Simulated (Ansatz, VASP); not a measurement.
Ti: VASP beside Ansatz

```
Ti
1.0
    -1.67382    1.67382    1.64100
     1.67382   -1.67382    1.64100
     1.67382    1.67382   -1.64100
Ti
1
Direct
  0.00000 0.00000 0.00000
```

Change from the starting cell: equal xx and yy strain of +2 %.

Alike in both runs: task single point; functional PBE; k mesh 14 × 14 × 14; occupations fermi-dirac, width 0.05 eV; no spin polarisation.

|  | VASP | Ansatz |
| --- | --- | --- |
| version | VASP 6.6.1 | Ansatz 0.2.0 |
| potentials or method | VASP PAW PBE potentials, release 64 (Ti_sv), cutoff 520 eV | all-electron LAPW, scalar-relativistic |

Ansatz gave:

| Property | Result |
| --- | --- |
| pressure (GPa) | -6.0 |
| traceless stress, the component that is largest in VASP (GPa) | -0.40 |

Problem. What did VASP give for the same quantities?

Solution. Pressure (GPa): -6.2; traceless stress, the component that is largest in VASP (GPa): -0.40.

Ansatz ran all-electron here, and VASP with PAW potentials.
